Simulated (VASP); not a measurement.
# Sr2C (R-3m) in VASP: single point with HSE06

Aim: the single point of Sr2C with HSE06.

Everything below comes from runs of VASP 6.6.1. Logs are shortened: lines on timing, memory, paths and dates and some standing lists are left out, and cuts for length are marked.

**1. The cell of the first run**

The structure is trigonal, space group R-3m (No. 166). The conventional cell has a = 4.752 Å, b = 4.752 Å, c = 12.062 Å, α = 90.00°, β = 90.00°, γ = 120.00°. Within 3.8 Å of C (site symmetry -3m) lie 8 Sr at 2.92 to 3.02 Å. Sr (site symmetry 3m) has 4 C at 2.92 to 3.02 Å and 6 Sr at 3.40 to 3.41 Å within 3.8 Å.

**2. Single point, HSE06 (strain along [111] +3.6%)**

Input file POSCAR:

```
Sr2C
1.0
    0.0813154474      3.4414579006      3.4414579006
    3.4414579006      0.0813154474      3.4414579006
    3.4414579006      3.4414579006      0.0813154474
C Sr
1 2
Direct
    0.0000000000      0.0000000000      0.0000000000
    0.2503784735      0.2503784735      0.2503784735
    0.7496215265      0.7496215265      0.7496215265
```

Input file INCAR.step1:

```
  PREC = Accurate
  ENCUT = 520
  EDIFF = 1E-5
  ISMEAR = -1
  SIGMA = 0.02
  LREAL = F
  LASPH = T
  NELM = 80
  ALGO = Normal
  ISIF = 2
  LWAVE = T
  LCHARG = F
  GGA = PE
  NBANDS = 19
```

Input file INCAR.step2:

```
  PREC = Accurate
  ENCUT = 520
  EDIFF = 1E-6
  ISMEAR = -1
  SIGMA = 0.02
  LREAL = F
  LASPH = T
  NELM = 80
  ALGO = Normal
  ISIF = 2
  LWAVE = F
  LCHARG = F
  GGA = PE
  LHFCALC = T
  HFSCREEN = 0.2079
  PRECFOCK = Normal
  ISTART = 1
  NBANDS = 19
```

Input file KPOINTS:

```
regular mesh
0
Gamma
  4 4 4
```

Potentials or basis: VASP PAW PBE potentials, release 64 (C, Sr_sv).

Command:

```bash
cat potpaw_PBE.64/C/POTCAR potpaw_PBE.64/Sr_sv/POTCAR > POTCAR
cp INCAR.step1 INCAR
mpirun -np 1 vasp_std > vasp.out
cp INCAR.step2 INCAR
mpirun -np 1 vasp_std > vasp.out
```

OUTCAR:

```text
PREC = Accurate
   ENCUT = 520
   EDIFF = 1E-6
   ISMEAR = -1
   LREAL = F
   LASPH = T
   NELM = 80
   ISIF = 2
   GGA = PE
   LHFCALC = T
   HFSCREEN = 0.2079
   PRECFOCK = Normal
   ISTART = 1

 ion  position               nearest neighbor table
   1  0.000  0.000  0.000-   3 2.92   3 2.92   3 2.92   2 2.92   2 2.92   2 2.92   3 3.02   2 3.02

   2  0.250  0.250  0.250-   1 2.92   1 2.92   1 2.92   1 3.02   3 3.40   3 3.40   3 3.40   3 3.41
                             3 3.41   3 3.41
   3  0.750  0.750  0.750-   1 2.92   1 2.92   1 2.92   1 3.02   2 3.40   2 3.40   2 3.40   2 3.41
                             2 3.41   2 3.41

  LATTYP: Found a trigonal (rhomboedric) cell.
 ALAT       =     4.8676356853
 COS(alpha) =     0.5234820698

  Lattice vectors:

 A1 = (   0.0813154474,   3.4414579006,   3.4414579006)
 A2 = (   3.4414579006,   0.0813154474,   3.4414579006)
 A3 = (   3.4414579006,   3.4414579006,   0.0813154474)

Analysis of symmetry for initial positions (statically):
=====================================================================
 Subroutine PRICEL returns:
 Original cell was already a primitive cell.

 Routine SETGRP: Setting up the symmetry group for a
 trigonal (rhombohedral) supercell.

 Subroutine GETGRP returns: Found 12 space group operations
 (whereof 12 operations were pure point group operations)
 out of a pool of 12 trial point group operations.

The static configuration has the point symmetry D_3d.

Analysis of symmetry for dynamics (positions and initial velocities):
=====================================================================
 Subroutine PRICEL returns:
 Original cell was already a primitive cell.

 Routine SETGRP: Setting up the symmetry group for a
 trigonal (rhombohedral) supercell.

 Subroutine GETGRP returns: Found 12 space group operations
 (whereof 12 operations were pure point group operations)
 out of a pool of 12 trial point group operations.

The dynamic configuration has the point symmetry D_3d.

 Subroutine INISYM returns: Found 12 space group operations
 (whereof 12 operations are pure point group operations),
 and found     1 'primitive' translations

----------------------------------------------------------------------------------------

                                     Primitive cell
[... 84 lines left out ...]
   NSW    =      0    number of steps for IOM
   IBRION =     -1    ionic relax: 0-MD 1-quasi-New 2-CG
   NFREE  =      0    steps in history (QN), initial steepest desc. (CG)
   ISIF   =      2    stress and relaxation
   ISYM   =      3    0-nonsym 1-usesym 2-fastsym
   POTIM  = 0.5000    time-step for ionic-motion
   TEBEG  =    0.0;   TEEND  =   0.0 temperature during run
   PSTRESS=    0.0 pullay stress
   NELECT =      24.0000    total number of electrons
   NUPDOWN=      -1.0000    fix difference up-down
   EMIN   =  10.00;   EMAX   =-10.00  energy-range for DOS
   EFERMI =   0.00;   METHOD = LEGACY
   ISMEAR =    -1;   SIGMA  =   0.02  broadening in eV -4-tet -1-fermi 0-gaus
   EFERMI_NEDOS =   21; number of points for ismear=-14 and -15
   IALGO  =     38    algorithm
   IMIX   =      1    mixing-type and parameters
     AMIX     =   0.40;   BMIX     =  1.00
     AMIX_MAG =   1.60;   BMIX_MAG =  1.00
  volume/ion in A,a.u.               =      26.21       176.87
  Fermi-wavevector in a.u.,A,eV,Ry     =   1.102256  2.082961 16.530641  1.214968
  Thomas-Fermi vector in A             =   2.238696
   LORBIT       =      0    0 simple, 1 ext, 2 COOP (PROOUT), +10 PAW based schemes
   GGA     = PE    functional components
   LHFCALC =     T    Hartree Fock is set to
   PRECFOCK=normal    Normal, Fast or Accurate (Low or Medium for compatibility)
   ENCUT4O =  -1.0   cutoff for four orbital integrals eV
   NKREDX  =     1    reduce k-point grid by
   NKREDY  =     1    reduce k-point grid by
   NKREDZ  =     1    reduce k-point grid by
   AEXX    =    0.2500 exact exchange contribution
   HFSCREEN=    0.2079 screening length (either q_TF or 0.3 A-1)
   HFSCREENC=   0.2079 screening length for correlation (either q_TF or 0.3 A-1)
   ENCUTFOCK=  -1.0 apply spherical cutoff to Coloumb kernel
   IVDW    =     0    specifies the selected vdW correction
   LEPSILON=     F    determine dielectric tensor
   LRPA    =     F    only Hartree local field effects (RPA)
 non-spin polarized calculation
  energy-cutoff  :      520.00
  volume of cell :       78.63
 maximum number of plane-waves:      2130
  NGX = 28; NGY = 28; NGZ = 28

 number of electron      24.0000000 magnetization

 Free energy of the ion-electron system (eV)
  ---------------------------------------------------
  ext. energy  EPLUGINS =         0.00000000
  ---------------------------------------------------
  free energy    TOTEN  =       -11.76144746 eV

  energy without entropy =      -11.76141949  energy(sigma->0) =      -11.76143348

 E-fermi :   2.6447     XC(G=0):  -7.4958

 val. band max:        2.4966571189   @ k =   0.5000   0.5000  -0.0000
 cond. band min:       2.7618824982   @ k =   0.0000   0.0000   0.0000
 fundamental gap:      0.2652253793
 Fermi energy:         2.6447084199

 k-point     1 :       0.0000    0.0000    0.0000
  band No.  band energies     occupation
      1     -35.5622      2.00000
      2     -35.3122      2.00000
      3     -16.5606      2.00000
      4     -16.4963      2.00000
      5     -16.4963      2.00000
      6     -15.9040      2.00000
[... 263 lines left out ...]
      6     -16.2296      2.00000
[... 11 lines left out ...]
     18       7.7814      0.00000
     19       7.9282      0.00000

------------------------ aborting loop because EDIFF is reached ----------------------------------------

  FORCE on cell =-STRESS in cart. coord.  units (eV):
  Direction    XX          YY          ZZ          XY          YZ          ZX
  --------------------------------------------------------------------------------------
  -------------------------------------------------------------------------------------
  Total       -0.4497206     -0.4497206     -0.4497206     -0.0598972     -0.0598972     -0.0598972
  in kB       -9.1635723     -9.1635723     -9.1635723     -1.2204740     -1.2204740     -1.2204740
  external PRESSURE =      -9.1635723 kB  Pullay stress =       0.0000000 kB

 VOLUME and BASIS-vectors are now :
 -----------------------------------------------------------------------------
  energy-cutoff  :      520.00
  volume of cell :       78.63
      direct lattice vectors                 reciprocal lattice vectors
     0.081315447  3.441457901  3.441457901    -0.150540665  0.147065766  0.147065766
     3.441457901  0.081315447  3.441457901     0.147065766 -0.150540665  0.147065766
     3.441457901  3.441457901  0.081315447     0.147065766  0.147065766 -0.150540665

 POSITION                                       TOTAL-FORCE (eV/Angst)
 -----------------------------------------------------------------------------------
      0.00000      0.00000      0.00000        -0.000000      0.000000     -0.000000
      1.74369      1.74369      1.74369         0.000714      0.000714      0.000714
      5.22054      5.22054      5.22054        -0.000714     -0.000714     -0.000714
 -----------------------------------------------------------------------------------
    total drift:                                0.000000      0.000001      0.000000

  FREE ENERGIE OF THE ION-ELECTRON SYSTEM (eV)
  ---------------------------------------------------
  free  energy   TOTEN  =       -11.7614474591 eV

  energy  without entropy=      -11.7614194946  energy(sigma->0) =      -11.76143348
```

OUTCAR.step1:

```text
PREC = Accurate
   ENCUT = 520
   EDIFF = 1E-5
   ISMEAR = -1
   LREAL = F
   LASPH = T
[... 499 lines left out ...]
      0.00000      0.00000      0.00000        -0.000000      0.000000     -0.000000
      1.74369      1.74369      1.74369         0.001612      0.001612      0.001612
      5.22054      5.22054      5.22054        -0.001612     -0.001612     -0.001612
 -----------------------------------------------------------------------------------
    total drift:                                0.000000      0.000000      0.000000

  FREE ENERGIE OF THE ION-ELECTRON SYSTEM (eV)
  ---------------------------------------------------
  free  energy   TOTEN  =       -10.6214426867 eV

  energy  without entropy=      -10.6164767443  energy(sigma->0) =      -10.61895972
```

OSZICAR.step1:

```text
N       E                     dE             d eps       ncg     rms          rms(c)
DAV:   1     0.117599212941E+03    0.11760E+03   -0.11779E+04   494   0.114E+03
DAV:   2    -0.354800913952E+01   -0.12115E+03   -0.11833E+03   587   0.246E+02
DAV:   3    -0.137187463080E+02   -0.10171E+02   -0.10123E+02   878   0.549E+01
DAV:   4    -0.139183849765E+02   -0.19964E+00   -0.19955E+00   676   0.721E+00
DAV:   5    -0.139225756551E+02   -0.41907E-02   -0.41903E-02   765   0.819E-01    0.184E+01
DAV:   6    -0.111793074684E+02    0.27433E+01   -0.37477E+01   580   0.136E+01    0.230E+01
DAV:   7    -0.106789844203E+02    0.50032E+00   -0.30038E+00   607   0.498E+00    0.134E+01
DAV:   8    -0.106212020282E+02    0.57782E-01   -0.36140E-01   557   0.299E+00    0.812E-01
DAV:   9    -0.106213484398E+02   -0.14641E-03   -0.32518E-02   830   0.480E-01    0.489E-01
DAV:  10    -0.106221427157E+02   -0.79428E-03   -0.11802E-02   648   0.274E-01    0.276E-01
DAV:  11    -0.106215970005E+02    0.54572E-03   -0.75251E-03   641   0.188E-01    0.102E-01
DAV:  12    -0.106214372606E+02    0.15974E-03   -0.95796E-04   545   0.814E-02    0.152E-02
DAV:  13    -0.106214426867E+02   -0.54261E-05   -0.30730E-05   523   0.267E-02
   1 F= -.10621443E+02 E0= -.10618960E+02  d E =-.496594E-02
```

Run time: 27 min. Hardware: 1 thread of Intel Xeon Platinum 8488C (Sapphire Rapids), shared host; peak memory 0.33 GiB.

Results:

```
Free energy            : -11.7614 eV
Pressure               : -0.9 GPa
Band gap on the k mesh : 0.27 eV, indirect (least direct gap 0.42 eV)
```

Caveat: the cell differs from its parent crystal (strain along [111] +3.6%); the PAW data sets were made with another functional, which shifts forces and pressure a little.
